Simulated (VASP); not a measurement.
## AgSb: single point with PBE

Crystal: AgSb.

```
Ag Sb
1.0
     0.00000    2.98066    2.98066
     2.98066    0.00000    2.98066
     2.98066    2.98066    0.00000
Ag Sb
1 1
Direct
  0.00000 0.00000 0.00000
  0.75000 0.75000 0.75000
```

```yaml
Program: VASP 6.6.1
Task: single point
Functional: PBE
Potentials_or_basis: VASP PAW PBE potentials, release 64 (Ag, Sb)
Cutoff: 520 eV
k_mesh: 6 × 6 × 6
Occupations: gaussian, width 0.1 eV
Spin: no spin polarisation
```

* Pressure: 9.9 GPa
* Band gap on the k mesh: zero (bands 8 and 9 overlap by 4.06 eV)

Levels at points of the mesh, in eV from the Fermi level:
```tsv
k point	band 6	band 7	band 8	band 9	band 10	band 11
(0.00, 0.00, 0.00)	-5.05	2.69	2.69	2.69	3.90	5.89
(0.50, 0.00, 0.00)	-4.64	-4.43	1.09	1.09	4.08	6.59
(0.50, 0.50, 0.00)	-4.48	-3.37	-1.01	-1.01	3.61	4.07
```

Run time: 9.2 s on 1 thread of AMD EPYC 9R45 96-Core Processor (Zen 5), with other jobs on the host, peak memory 0.14 GiB.

Caveat: the cell stands under pressure; spin-orbit coupling is left out, which moves the levels of the heavy elements.
